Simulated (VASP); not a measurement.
# WS (Pm-3m) in VASP: settings compared

WS is run at these levels: r2SCANh, PBE-based screened hybrid, PBEsol-based global hybrid, HSE06; tasks: single point.

All numbers are computed with VASP 6.6.1; they aren't measurements. Logs are shortened: lines on timing, memory, paths and dates and some standing lists are left out, and cuts for length are marked.

**1. The cell of the first run**

Symmetry: Pm-3m, No. 221, cubic system. Conventional cell: a = 3.008 Å, b = 3.008 Å, c = 3.008 Å, α = 90.00°, β = 90.00°, γ = 90.00°. Within 3.4 Å of W (site symmetry m-3m) lie 8 S at 2.60 Å and 6 W at 3.01 Å. S (site symmetry m-3m) has 8 W at 2.60 Å and 6 S at 3.01 Å within 3.4 Å.

**2. Single point, r2SCANh**

POSCAR reads:

```
WS
1.0
    3.0078900000      0.0000000000      0.0000000000
    0.0000000000      3.0078900000      0.0000000000
    0.0000000000      0.0000000000      3.0078900000
W S
1 1
Direct
    0.5000000000      0.5000000000      0.5000000000
    0.0000000000      0.0000000000      0.0000000000
```

INCAR.step1 reads:

```
SYSTEM = WS
ALGO = Normal ; EDIFF = 1E-5
ENCUT = 520 ; GGA = PE
ISIF = 2 ; ISMEAR = -1
LASPH = .TRUE. ; LCHARG = .FALSE.
LREAL = .FALSE. ; LWAVE = .TRUE.
NBANDS = 17 ; NELM = 60
PREC = Accurate ; SIGMA = 0.05
```

INCAR.step2 reads:

```
SYSTEM = WS
AEXX = 0.1 ; ALGO = Normal
EDIFF = 1E-7 ; ENCUT = 520
ISIF = 2 ; ISMEAR = -1
ISTART = 1 ; LASPH = .TRUE.
LCHARG = .FALSE. ; LHFCALC = .TRUE.
LMIXTAU = .TRUE. ; LREAL = .FALSE.
LWAVE = .FALSE. ; METAGGA = R2SCAN
NBANDS = 17 ; NELM = 60
PREC = Accurate ; PRECFOCK = Normal
SIGMA = 0.05
```

KPOINTS reads:

```
k-points
0
G
  5 5 5
  0 0 0
```

Potentials or basis: VASP PAW PBE potentials, release 64 (W_sv, S).

On the command line:

```sh
> cat potpaw_PBE.64/W_sv/POTCAR potpaw_PBE.64/S/POTCAR > POTCAR
> cp INCAR.step1 INCAR
> mpirun -np 1 vasp_std > vasp.out
> cp INCAR.step2 INCAR
> mpirun -np 1 vasp_std > vasp.out
```

OUTCAR:

```text
SYSTEM = WS
   AEXX = 0.1
   EDIFF = 1E-7
   ENCUT = 520
   ISIF = 2
   ISMEAR = -1
   ISTART = 1
   LASPH = .TRUE.
   LHFCALC = .TRUE.
   LREAL = .FALSE.
   METAGGA = R2SCAN
   NELM = 60
   PREC = Accurate
   PRECFOCK = Normal

 ion  position               nearest neighbor table
   1  0.500  0.500  0.500-   2 2.60   2 2.60   2 2.60   2 2.60   2 2.60   2 2.60   2 2.60   2 2.60

   2  0.000  0.000  0.000-   1 2.60   1 2.60   1 2.60   1 2.60   1 2.60   1 2.60   1 2.60   1 2.60

  LATTYP: Found a simple cubic cell.
 ALAT       =     3.0078900000

  Lattice vectors:

 A1 = (   3.0078900000,   0.0000000000,   0.0000000000)
 A2 = (   0.0000000000,   3.0078900000,   0.0000000000)
 A3 = (   0.0000000000,   0.0000000000,   3.0078900000)

Analysis of symmetry for initial positions (statically):
=====================================================================
 Subroutine PRICEL returns:
 Original cell was already a primitive cell.

 Routine SETGRP: Setting up the symmetry group for a
 simple cubic supercell.

 Subroutine GETGRP returns: Found 48 space group operations
 (whereof 48 operations were pure point group operations)
 out of a pool of 48 trial point group operations.

The static configuration has the point symmetry O_h .

Analysis of symmetry for dynamics (positions and initial velocities):
=====================================================================
 Subroutine PRICEL returns:
 Original cell was already a primitive cell.

 Routine SETGRP: Setting up the symmetry group for a
 simple cubic supercell.

 Subroutine GETGRP returns: Found 48 space group operations
 (whereof 48 operations were pure point group operations)
 out of a pool of 48 trial point group operations.

The dynamic configuration has the point symmetry O_h .

 Subroutine INISYM returns: Found 48 space group operations
 (whereof 48 operations are pure point group operations),
 and found     1 'primitive' translations

----------------------------------------------------------------------------------------

                                     Primitive cell

  volume of cell :      27.2136

  direct lattice vectors                    reciprocal lattice vectors
     3.007890000  0.000000000  0.000000000     0.332458966  0.000000000  0.000000000
     0.000000000  3.007890000  0.000000000     0.000000000  0.332458966  0.000000000
     0.000000000  0.000000000  3.007890000     0.000000000  0.000000000  0.332458966

  length of vectors
     3.007890000  3.007890000  3.007890000     0.332458966  0.332458966  0.332458966

  position of ions in fractional coordinates (direct lattice)
     0.500000000  0.500000000  0.500000000
     0.000000000  0.000000000  0.000000000

  ion indices of the primitive-cell ions
   primitive index   ion index
                 1           1
                 2           2

----------------------------------------------------------------------------------------

 KPOINTS: k-points

Automatic generation of k-mesh.
 Grid dimensions read from file:
 generate k-points for:    5    5    5

 Generating k-lattice:

  Cartesian coordinates                     Fractional coordinates (reciprocal lattice)
     0.066491793  0.000000000  0.000000000     0.200000000  0.000000000  0.000000000
     0.000000000  0.066491793  0.000000000     0.000000000  0.200000000  0.000000000
     0.000000000  0.000000000  0.066491793     0.000000000  0.000000000  0.200000000

  Length of vectors
     0.066491793  0.066491793  0.066491793

  Shift w.r.t. Gamma in fractional coordinates (k-lattice)
     0.000000000  0.000000000  0.000000000

 Subroutine IBZKPT returns following result:
 ===========================================

 Found     10 irreducible k-points:

 Following reciprocal coordinates:
            Coordinates               Weight
  0.000000  0.000000  0.000000      1.000000
  0.200000  0.000000  0.000000      6.000000
  0.400000  0.000000  0.000000      6.000000
  0.200000  0.200000  0.000000     12.000000
  0.400000  0.200000  0.000000     24.000000
  0.400000  0.400000  0.000000     12.000000
  0.200000  0.200000  0.200000      8.000000
  0.400000  0.200000  0.200000     24.000000
  0.400000  0.400000  0.200000     24.000000
  0.400000  0.400000  0.400000      8.000000
   k-points           NKPTS =     10   k-points in BZ     NKDIM =    125   number of bands    NBANDS=     17
   number of dos      NEDOS =    301   number of ions     NIONS =      2
   total plane-waves  NPLWV =  13824
   dimension x,y,z NGX =    24 NGY =   24 NGZ =   24
   dimension x,y,z NGXF=    48 NGYF=   48 NGZF=   48
   ions per type =               1   1
   NGX,Y,Z   is equivalent  to a cutoff of  13.26, 13.26, 13.26 a.u.
   NGXF,Y,Z  is equivalent  to a cutoff of  26.53, 26.53, 26.53 a.u.
 SYSTEM =  WS
   PREC   = accura    normal or accurate (medium, high low for compatibility)
   ISTART =      1    job   : 0-new  1-cont  2-samecut
   ICHARG =      0    charge: 1-file 2-atom 10-const
   ISPIN  =      1    spin polarized calculation?
   LNONCOLLINEAR =      F non collinear calculations
   LSORBIT =      F    spin-orbit coupling
   LASPH  =      T    aspherical Exc in radial PAW
   ENCUT  =  520.0 eV  38.22 Ry    6.18 a.u.   5.59  5.59  5.59*2*pi/ulx,y,z
   NELM   =     60;   NELMIN=  2; NELMDL=  0     # of ELM steps
   EDIFF  = 0.1E-06   stopping-criterion for ELM
   LREAL  =      F    real-space projection
   EDIFFG = 0.1E-05   stopping-criterion for IOM
   NSW    =      0    number of steps for IOM
   IBRION =     -1    ionic relax: 0-MD 1-quasi-New 2-CG
   NFREE  =      0    steps in history (QN), initial steepest desc. (CG)
   ISIF   =      2    stress and relaxation
   ISYM   =      3    0-nonsym 1-usesym 2-fastsym
   POTIM  = 0.5000    time-step for ionic-motion
   TEBEG  =    0.0;   TEEND  =   0.0 temperature during run
   PSTRESS=    0.0 pullay stress
   NELECT =      20.0000    total number of electrons
   NUPDOWN=      -1.0000    fix difference up-down
   EMIN   =  10.00;   EMAX   =-10.00  energy-range for DOS
   EFERMI =   0.00;   METHOD = LEGACY
   ISMEAR =    -1;   SIGMA  =   0.05  broadening in eV -4-tet -1-fermi 0-gaus
   EFERMI_NEDOS =   21; number of points for ismear=-14 and -15
   IALGO  =     38    algorithm
   IMIX   =      1    mixing-type and parameters
     AMIX     =   0.40;   BMIX     =  1.00
     AMIX_MAG =   1.60;   BMIX_MAG =  1.00
  volume/ion in A,a.u.               =      13.61        91.82
  Fermi-wavevector in a.u.,A,eV,Ry     =   1.477371  2.791826 29.696414  2.182625
  Thomas-Fermi vector in A             =   2.591783
   LORBIT       =      0    0 simple, 1 ext, 2 COOP (PROOUT), +10 PAW based schemes
   METAGGA = R2SCAN    functional components
   LHFCALC =     T    Hartree Fock is set to
   PRECFOCK=normal    Normal, Fast or Accurate (Low or Medium for compatibility)
   ENCUT4O =  -1.0   cutoff for four orbital integrals eV
   NKREDX  =     1    reduce k-point grid by
   NKREDY  =     1    reduce k-point grid by
   NKREDZ  =     1    reduce k-point grid by
   AEXX    =    0.1000 exact exchange contribution
   HFSCREEN=    0.0000 screening length (either q_TF or 0.3 A-1)
   HFSCREENC=   0.0000 screening length for correlation (either q_TF or 0.3 A-1)
   ENCUTFOCK=  -1.0 apply spherical cutoff to Coloumb kernel
   IVDW    =     0    specifies the selected vdW correction
   LEPSILON=     F    determine dielectric tensor
   LRPA    =     F    only Hartree local field effects (RPA)
 non-spin polarized calculation
  energy-cutoff  :      520.00
  volume of cell :       27.21
 maximum number of plane-waves:       743
 NGX is ok and might be reduce to    24
  NGX = 18; NGY = 18; NGZ = 18

 number of electron      19.9999996 magnetization

 Free energy of the ion-electron system (eV)
  ---------------------------------------------------
  ext. energy  EPLUGINS =         0.00000000
  ---------------------------------------------------
  free energy    TOTEN  =       -56.56641193 eV

  energy without entropy =      -56.55572226  energy(sigma->0) =      -56.56106709

 E-fermi :  12.9372     XC(G=0): -13.0114

 val. band max:       12.8265205983   @ k =   0.2000   0.2000   0.0000
 cond. band min:      13.0313379554   @ k =   0.4000   0.2000   0.0000
 fundamental gap:      0.2048173571
 Fermi energy:        12.9371721360

 k-point     1 :       0.0000    0.0000    0.0000
  band No.  band energies     occupation
      1     -65.4841      2.00000
      2     -28.3971      2.00000
      3     -28.3971      2.00000
      4     -28.3971      2.00000
      5      -6.7608      2.00000
      6       7.3204      2.00000
[... 9 lines left out ...]
     16      23.1226      0.00000
     17      30.8198      0.00000

 k-point     2 :       0.2000    0.0000    0.0000
  band No.  band energies     occupation
      1     -65.4764      2.00000
      2     -28.5630      2.00000
      3     -28.3817      2.00000
      4     -28.3817      2.00000
      5      -6.0946      2.00000
      6       4.9469      2.00000
[... 9 lines left out ...]
     16      24.5920      0.00000
     17      26.3038      0.00000

 k-point     3 :       0.4000    0.0000    0.0000
  band No.  band energies     occupation
      1     -65.4639      2.00000
      2     -28.8244      2.00000
      3     -28.3568      2.00000
      4     -28.3568      2.00000
      5      -4.6041      2.00000
      6       1.6748      2.00000
[... 9 lines left out ...]
     16      22.2432      0.00000
     17      22.2432      0.00000

 k-point     4 :       0.2000    0.2000    0.0000
  band No.  band energies     occupation
      1     -65.4687      2.00000
      2     -28.5520      2.00000
      3     -28.5370      2.00000
      4     -28.3663      2.00000
      5      -5.5440      2.00000
      6       4.8350      2.00000
[... 9 lines left out ...]
     16      23.8409      0.00000
     17      24.0541      0.00000
[... 63 lines left out ...]
      1     -65.4487      2.00000
      2     -28.7784      2.00000
      3     -28.5019      2.00000
      4     -28.4919      2.00000
      5      -4.1243      2.00000
      6       2.9973      2.00000
[... 9 lines left out ...]
     16      22.7862      0.00000
     17      22.9257      0.00000

 k-point     9 :       0.4000    0.4000    0.2000
  band No.  band energies     occupation
      1     -65.4363      2.00000
      2     -28.7439      2.00000
      3     -28.7390      2.00000
      4     -28.4691      2.00000
      5      -3.6144      2.00000
      6       3.7256      2.00000
[... 9 lines left out ...]
     16      23.3474      0.00000
     17      25.5645      0.00000

 k-point    10 :       0.4000    0.4000    0.4000
  band No.  band energies     occupation
      1     -65.4239      2.00000
      2     -28.7123      2.00000
      3     -28.7071      2.00000
      4     -28.7071      2.00000
      5      -2.6233      2.00000
      6       3.1741      2.00000
[... 9 lines left out ...]
     16      20.0937      0.00000
     17      26.2919      0.00000

------------------------ aborting loop because EDIFF is reached ----------------------------------------

  FORCE on cell =-STRESS in cart. coord.  units (eV):
  Direction    XX          YY          ZZ          XY          YZ          ZX
  --------------------------------------------------------------------------------------
  -------------------------------------------------------------------------------------
  Total       -0.9090593     -0.9090593     -0.9090593      0.0000000     -0.0000000      0.0000000
  in kB      -53.5201020    -53.5201020    -53.5201020      0.0000000     -0.0000000      0.0000000
  external PRESSURE =     -53.5201020 kB  Pullay stress =       0.0000000 kB

 VOLUME and BASIS-vectors are now :
 -----------------------------------------------------------------------------
  energy-cutoff  :      520.00
  volume of cell :       27.21
      direct lattice vectors                 reciprocal lattice vectors
     3.007890000  0.000000000  0.000000000     0.332458966  0.000000000  0.000000000
     0.000000000  3.007890000  0.000000000     0.000000000  0.332458966  0.000000000
     0.000000000  0.000000000  3.007890000     0.000000000  0.000000000  0.332458966

 POSITION                                       TOTAL-FORCE (eV/Angst)
 -----------------------------------------------------------------------------------
      1.50395      1.50395      1.50395         0.000000      0.000000      0.000000
      0.00000      0.00000      0.00000         0.000000      0.000000      0.000000
 -----------------------------------------------------------------------------------
    total drift:                                0.000000      0.000000     -0.000000

  FREE ENERGIE OF THE ION-ELECTRON SYSTEM (eV)
  ---------------------------------------------------
  free  energy   TOTEN  =       -56.5664119267 eV

  energy  without entropy=      -56.5557222565  energy(sigma->0) =      -56.56106709
```

Run time: 18 min. Hardware: 1 thread of Intel Xeon 6975P-C, shared host; peak memory 0.17 GiB.

Results:

| Item | Value |
| --- | --- |
| Free energy | -56.5664 eV |
| Pressure | -5.4 GPa |
| Band gap on the k mesh | zero (band 10 reaches 14.50 eV, above the bottom of band 11 at 12.07 eV) |

Caveat: the k points lie up to 0.42 Å⁻¹ apart; the PAW data sets were made with another functional, which shifts forces and pressure a little; spin-orbit coupling is left out, which moves the levels of the heavy elements.

**3. Single point, PBE-based screened hybrid**

This run uses another cell than the first one, of 13.23 Å³/atom, 0.973 times its volume.

POSCAR reads:

```
WS
1.0
    2.9801513161      0.0000000000      0.0000000000
    0.0000000000      2.9801513161      0.0000000000
    0.0000000000      0.0000000000      2.9801513161
W S
1 1
Direct
    0.5000000000      0.5000000000      0.5000000000
    0.0000000000      0.0000000000      0.0000000000
```

INCAR.step1 reads:

```
SYSTEM = WS
ALGO     = Normal         ! electronic algorithm
EDIFF    = 1E-5           ! SCF threshold, eV
ENCUT    = 520            ! plane-wave cutoff, eV
GGA      = PE             ! functional
ISIF     = 2              ! what is computed and relaxed
ISMEAR   = -1             ! smearing method
LASPH    = .TRUE.         ! aspherical terms in the spheres
LCHARG   = .FALSE.        ! write CHGCAR
LREAL    = .FALSE.        ! projectors in reciprocal space
LWAVE    = .TRUE.         ! write WAVECAR
NBANDS   = 17             ! bands
NELM     = 100            ! most SCF steps
PREC     = Accurate       ! precision mode
SIGMA    = 0.05           ! smearing width, eV
```

INCAR.step2 reads:

```
SYSTEM = WS
AEXX     = 0.25           ! exact-exchange fraction
ALGO     = Normal         ! electronic algorithm
EDIFF    = 1E-7           ! SCF threshold, eV
ENCUT    = 520            ! plane-wave cutoff, eV
GGA      = PE             ! functional
HFSCREEN = 0.3            ! screening, 1/A
ISIF     = 2              ! what is computed and relaxed
ISMEAR   = -1             ! smearing method
ISTART   = 1            
LASPH    = .TRUE.         ! aspherical terms in the spheres
LCHARG   = .FALSE.        ! write CHGCAR
LHFCALC  = .TRUE.         ! exact exchange
LREAL    = .FALSE.        ! projectors in reciprocal space
LWAVE    = .FALSE.        ! write WAVECAR
NBANDS   = 17             ! bands
NELM     = 100            ! most SCF steps
PREC     = Accurate       ! precision mode
PRECFOCK = Normal       
SIGMA    = 0.05           ! smearing width, eV
```

KPOINTS is that of step 2.

Potentials or basis: VASP PAW PBE potentials, release 64 (W_sv, S).

On the command line:

```sh
> cat potpaw_PBE.64/W_sv/POTCAR potpaw_PBE.64/S/POTCAR > POTCAR
> cp INCAR.step1 INCAR
> mpirun -np 1 vasp_std > vasp.out
> cp INCAR.step2 INCAR
> mpirun -np 1 vasp_std > vasp.out
```

It took 14 min on 1 thread of Intel Xeon Platinum 8259CL at 2.50GHz (Skylake/Cascade Lake), shared host; peak memory 0.25 GiB.

Results (log left out):

```yaml
Free_energy: -19.0031 eV
Pressure: -0.5 GPa
Band_gap_on_the_k_mesh: zero (band 10 reaches 14.92 eV, above the bottom of band 11 at 12.60 eV)
```

Levels at points of the mesh, in eV from the Fermi level:
| k point | band 6 | band 7 | band 8 | band 9 | band 10 | band 11 | band 12 | band 13 | band 14 | band 15 |
| --- | --- | --- | --- | --- | --- | --- | --- | --- | --- | --- |
| (0.00, 0.00, 0.00) | -5.71 | -5.71 | -3.67 | -3.67 | -3.67 | 1.14 | 1.14 | 1.14 | 2.94 | 10.10 |

Caveat: the k points lie up to 0.42 Å⁻¹ apart; the PAW data sets were made with another functional, which shifts forces and pressure a little; spin-orbit coupling is left out, which moves the levels of the heavy elements.

[end of part 1 of 2]
